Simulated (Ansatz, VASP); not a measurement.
## LiCl in VASP and in Ansatz

```
Li Cl
1.0
     0.00000    2.55306    2.55306
     2.55306    0.00000    2.55306
     2.55306    2.55306    0.00000
Li Cl
1 1
Direct
  0.00000 0.00000 0.00000
  0.50000 0.50000 0.50000
```

Alike in both runs: task single point; functional PBEsol; k mesh 8 × 8 × 8; occupations gaussian, width 0.02 eV; no spin polarisation.

```csv
,VASP,Ansatz
version,VASP 6.6.1,Ansatz 0.2.0
potentials or method,"VASP PAW PBE potentials, release 64 (Li_sv, Cl), cutoff 520 eV","scalar-relativistic, plane waves, PAW"
valence electrons in the cell,10,10
```

```tsv
	VASP	Ansatz	Ansatz less VASP
gap on the k mesh at the Fermi level (eV)	6.22	6.21	-0.010
least direct gap on the mesh (eV)	6.22	6.21	-0.010
```

VASP's potentials were made for PBE, not for PBEsol. The functional is the same, so the differences come from potentials, cutoffs and numerics.

Noted on VASP's run: the cutoff is short for stress, so the pressure is rough.
